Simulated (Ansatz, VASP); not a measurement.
# One calculation of Br, two programs

Contents of INCAR:

```
SYSTEM = Br
PREC = Accurate
ENCUT = 520
EDIFF = 1E-6
ISMEAR = 0
SIGMA = 0.1
LREAL = .FALSE.
LASPH = .TRUE.
NELM = 100
ALGO = Normal
ISIF = 2
LWAVE = .FALSE.
LCHARG = .TRUE.
GGA = PS
LELF = .TRUE.
LVHAR = .TRUE.
NBANDS = 22
```

KPOINTS

```
Automatic mesh
0
G
  6 6 4
  0 0 0
```

POSCAR

```
Br
1.0
    4.4848262648      0.0000000000      0.0000000000
   -2.2424131324      3.8839734769      0.0000000000
    0.0000000000      0.0000000000      7.3999633369
Br
4
Direct
    0.3333333333      0.6666666667      0.4375000000
    0.6666666667      0.3333333333      0.9375000000
    0.6666666667      0.3333333333      0.5625000000
    0.3333333333      0.6666666667      0.0625000000
```

Input for Ansatz:

```yaml
crystal:
  lattice:
    - [4.4848262648, 0.0, 0.0]
    - [-2.2424131324, 3.8839734769, 0.0]
    - [0.0, 0.0, 7.3999633369]
  atoms:
    - { symbol: Br, position: [0.3333333333, 0.6666666667, 0.4375] }
    - { symbol: Br, position: [0.6666666667, 0.3333333333, 0.9375] }
    - { symbol: Br, position: [0.6666666667, 0.3333333333, 0.5625] }
    - { symbol: Br, position: [0.3333333333, 0.6666666667, 0.0625] }
basis:
  ecutwfc: 420
kpoints:
  mp_grid: { grid: [6, 6, 4] }
hamiltonian:
  xc: pbesol
scf:
  occupations: { method: gaussian, width: 0.1 }
  lower_state_search: "off"
output:
  forces: true
  stress: true
  eigenvalues: true
```

Alike in both runs: task single point; functional PBEsol; k mesh 6 × 6 × 4; occupations gaussian, width 0.1 eV; no spin polarisation.

```csv
,VASP,Ansatz
version,VASP 6.6.1,Ansatz 0.2.0
potentials or method,"VASP PAW PBE potentials, release 64 (Br), cutoff 520 eV","scalar-relativistic, plane waves, PAW"
valence electrons in the cell,28,28
```

Ansatz gave:

| Quantity | Value |
| --- | --- |
| gap on the k mesh at the Fermi level (eV) | none |
| pressure (GPa) | 5.9 |
| traceless stress, the component that is largest in VASP (GPa) | -1.15 |
| rms of the force components (eV/Å) | 0.233 |

Question: What did VASP give for the same quantities?

Answer: gap on the k mesh at the Fermi level (eV): none; pressure (GPa): 5.9; traceless stress, the component that is largest in VASP (GPa): -1.15; rms of the force components (eV/Å): 0.234.

VASP's potentials were made for PBE, not for PBEsol. Atom by atom the forces differ by 0.000 eV/Å (rms over components). A gap of «none» marks a metal or a gap that the smearing closes.
